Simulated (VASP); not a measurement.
# Tl (Im-3m) in VASP: a series of runs, part 2 of 2

VASP 6.6.1. The steps go on from the part before.

## 4. Relaxation of cell and atoms, PBE, target pressure 26 GPa, at which the enthalpy is minimised

File INCAR:

```
  ALGO = Normal
  EDIFF = 1E-6
  EDIFFG = -0.005
  ENCUT = 600
  GGA = PE
  IBRION = 2
  ISIF = 3
  ISMEAR = -1
  LASPH = True
  LCHARG = False
  LREAL = False
  LWAVE = False
  NELM = 80
  NSW = 32
  PREC = Accurate
  PSTRESS = 260.0
  SIGMA = 0.05
```

File KPOINTS:

```
k-points
0
Gamma
  15 15 15
```

File POSCAR:

```
Tl
1.0
   -1.7600621567      1.7600621567      1.7600621567
    1.7600621567     -1.7600621567      1.7600621567
    1.7600621567      1.7600621567     -1.7600621567
Tl
1
Direct
    0.0000000000      0.0000000000      0.0000000000
```

Potentials or basis: VASP PAW PBE potentials, release 64 (Tl_d).

On the command line:

```
$ cat potpaw_PBE.64/Tl_d/POTCAR > POTCAR
$ mpirun -np 1 vasp_std > vasp.out
```

OUTCAR:

```text
EDIFF = 1E-6
   EDIFFG = -0.005
   ENCUT = 600
   GGA = PE
   IBRION = 2
   ISIF = 3
   ISMEAR = -1
   LASPH = True
   LREAL = False
   NELM = 80
   NSW = 32
   PREC = Accurate
   PSTRESS = 260.0

 ion  position               nearest neighbor table
   1  0.000  0.000  0.000-

  LATTYP: Found a body centered cubic cell.
 ALAT       =     3.5201243134

  Lattice vectors:

 A1 = (  -1.7600621567,   1.7600621567,   1.7600621567)
 A2 = (   1.7600621567,  -1.7600621567,   1.7600621567)
 A3 = (   1.7600621567,   1.7600621567,  -1.7600621567)

Analysis of symmetry for initial positions (statically):
=====================================================================
 Subroutine PRICEL returns:
 Original cell was already a primitive cell.

 Routine SETGRP: Setting up the symmetry group for a
 body centered cubic supercell.

 Subroutine GETGRP returns: Found 48 space group operations
 (whereof 48 operations were pure point group operations)
 out of a pool of 48 trial point group operations.

The static configuration has the point symmetry O_h .

Analysis of symmetry for dynamics (positions and initial velocities):
=====================================================================
 Subroutine PRICEL returns:
 Original cell was already a primitive cell.

 Routine SETGRP: Setting up the symmetry group for a
 body centered cubic supercell.

 Subroutine GETGRP returns: Found 48 space group operations
 (whereof 48 operations were pure point group operations)
 out of a pool of 48 trial point group operations.

The dynamic configuration has the point symmetry O_h .

 Subroutine INISYM returns: Found 48 space group operations
 (whereof 48 operations are pure point group operations),
 and found     1 'primitive' translations

[... 116 lines left out ...]
   LORBIT       =      0    0 simple, 1 ext, 2 COOP (PROOUT), +10 PAW based schemes
   GGA     = PE    functional components
   LHFCALC =     F    Hartree Fock is set to
   AEXX    =    0.0000 exact exchange contribution
   IVDW    =     0    specifies the selected vdW correction
   LEPSILON=     F    determine dielectric tensor
   LRPA    =     F    only Hartree local field effects (RPA)
 conjugate gradient relaxation of ions
 non-spin polarized calculation
  energy-cutoff  :      600.00
  volume of cell :       21.81
 maximum number of plane-waves:       740
   NGX = 13   NGY = 13   NGZ = 13

 number of electron      13.0000005 magnetization

 Free energy of the ion-electron system (eV)
  ---------------------------------------------------
  ext. energy  EPLUGINS =         0.00000000
  ---------------------------------------------------
  free energy    TOTEN  =        -1.69122147 eV

  energy without entropy =       -1.68757669  energy(sigma->0) =       -1.68939908

 E-fermi :  10.0749     XC(G=0): -11.6228

 val. band max:       10.0135022454   @ k =  -0.3333  -0.4000   0.0667
 cond. band min:      10.1086732629   @ k =  -0.4667  -0.4667   0.3333
 fundamental gap:      0.0951710175
 Fermi energy:        10.0749148994

 k-point     1 :       0.0000    0.0000    0.0000
  band No.  band energies     occupation
      1      -2.3877      2.00000
      2      -2.3877      2.00000
      3      -2.3877      2.00000
      4      -2.3159      2.00000
      5      -1.5891      2.00000
      6      -1.5891      2.00000
      7      22.7080      0.00000
      8      22.7080      0.00000
      9      22.7080      0.00000
     10      24.0648      0.00000
[... 287 lines left out ...]
 k-point    24 :       0.4000    0.2000    0.0000
  band No.  band energies     occupation
      1      -2.7463      2.00000
      2      -2.4591      2.00000
      3      -1.7659      2.00000
      4      -1.6372      2.00000
      5      -1.3188      2.00000
      6       5.5496      2.00000
      7       7.2230      2.00000
      8      12.5990      0.00000
      9      17.5257      0.00000
     10      23.8440      0.00000

 [... further k-points ...]

------------------------ aborting loop because EDIFF is reached ----------------------------------------

  FORCE on cell =-STRESS in cart. coord.  units (eV):
  Direction    XX          YY          ZZ          XY          YZ          ZX
  --------------------------------------------------------------------------------------
  -------------------------------------------------------------------------------------
  Total        3.5387709      3.5387709      3.5387709      0.0000000      0.0000000      0.0000000
  in kB      259.9674790    259.9674790    259.9674790      0.0000000      0.0000000      0.0000000
  external PRESSURE =      -0.0325210 kB  Pullay stress =     260.0000000 kB

 VOLUME and BASIS-vectors are now :
 -----------------------------------------------------------------------------
  energy-cutoff  :      600.00
  volume of cell :       21.81
      direct lattice vectors                 reciprocal lattice vectors
    -1.760062157  1.760062157  1.760062157     0.000000000  0.284080876  0.284080876
     1.760062157 -1.760062157  1.760062157     0.284080876  0.000000000  0.284080876
     1.760062157  1.760062157 -1.760062157     0.284080876  0.284080876  0.000000000

 POSITION                                       TOTAL-FORCE (eV/Angst)
 -----------------------------------------------------------------------------------
      0.00000      0.00000      0.00000         0.000000      0.000000     -0.000000
 -----------------------------------------------------------------------------------
    total drift:                                0.000000      0.000000     -0.000000

  FREE ENERGIE OF THE ION-ELECTRON SYSTEM (eV)
  ---------------------------------------------------
  free  energy   TOTEN  =        -1.6912214707 eV

  energy  without entropy=       -1.6875766864  energy(sigma->0) =       -1.68939908

  enthalpy is  TOTEN    =         1.8479921165 eV   P V=        3.5392135872

 reached required accuracy - stopping structural energy minimisation
```

OSZICAR:

```text
N       E                     dE             d eps       ncg     rms          rms(c)
DAV:   1     0.519946921473E+02    0.51995E+02   -0.77611E+03  2536   0.132E+03
DAV:   2    -0.130197399345E+01   -0.53297E+02   -0.52514E+02  2532   0.248E+02
DAV:   3    -0.174471570650E+01   -0.44274E+00   -0.44249E+00  2766   0.221E+01
DAV:   4    -0.174633973276E+01   -0.16240E-02   -0.16240E-02  2706   0.151E+00
DAV:   5    -0.174635477570E+01   -0.15043E-04   -0.15043E-04  2722   0.141E-01    0.552E+00
DAV:   6    -0.170220255774E+01    0.44152E-01   -0.71250E-02  2578   0.315E+00    0.359E+00
DAV:   7    -0.169197801020E+01    0.10225E-01   -0.32635E-02  2570   0.211E+00    0.908E-01
DAV:   8    -0.169121651599E+01    0.76149E-03   -0.25120E-03  2562   0.580E-01    0.491E-02
DAV:   9    -0.169121933120E+01   -0.28152E-05   -0.15222E-05  2794   0.504E-02    0.133E-02
DAV:  10    -0.169122140214E+01   -0.20709E-05   -0.16219E-06  2588   0.156E-02    0.830E-04
DAV:  11    -0.169122147071E+01   -0.68570E-07   -0.95150E-08  1318   0.313E-03
   1 F= 0.18479921E+01 E0= 0.18498145E+01  d E =0.184799E+01
```

CONTCAR:

```text
Tl
   1.00000000000000
    -1.7600621567000001    1.7600621567000001    1.7600621567000001
     1.7600621567000001   -1.7600621567000001    1.7600621567000001
     1.7600621567000001    1.7600621567000001   -1.7600621567000001
  Tl
     1
Direct
     0.0000000000000000    0.0000000000000000    0.0000000000000000

  0.00000000E+00  0.00000000E+00  0.00000000E+00
```

It took 6.7 s on 1 thread of Intel Xeon 6975P-C (Granite Rapids), shared host; peak memory 0.16 GiB.

What came out:

- Free energy: -1.6912 eV
- Pressure after relaxing: 26.0 GPa
- Band gap on the k mesh: zero (an odd number of electrons rules out a gap without spin polarisation)

Final structure:
```xyz
1
Lattice="-1.7601 1.7601 1.7601 1.7601 -1.7601 1.7601 1.7601 1.7601 -1.7601" Properties=species:S:1:pos:R:3 pbc="T T T"
Tl    0.0000    0.0000    0.0000
```

Levels at points of the mesh, in eV from the Fermi level:
| k point | band 3 | band 4 | band 5 | band 6 | band 7 | band 8 | band 9 | band 10 |
| --- | --- | --- | --- | --- | --- | --- | --- | --- |
| (0.00, 0.00, 0.00) | -12.46 | -12.39 | -11.66 | -11.66 | 12.63 | 12.63 | 12.63 | 13.99 |

Caveat: the relaxation stopped at its first step, so nothing moved; the cell is relaxed towards a set pressure, so the run minimises the enthalpy, not the energy; spin-orbit coupling is left out, which moves the levels of the heavy elements.
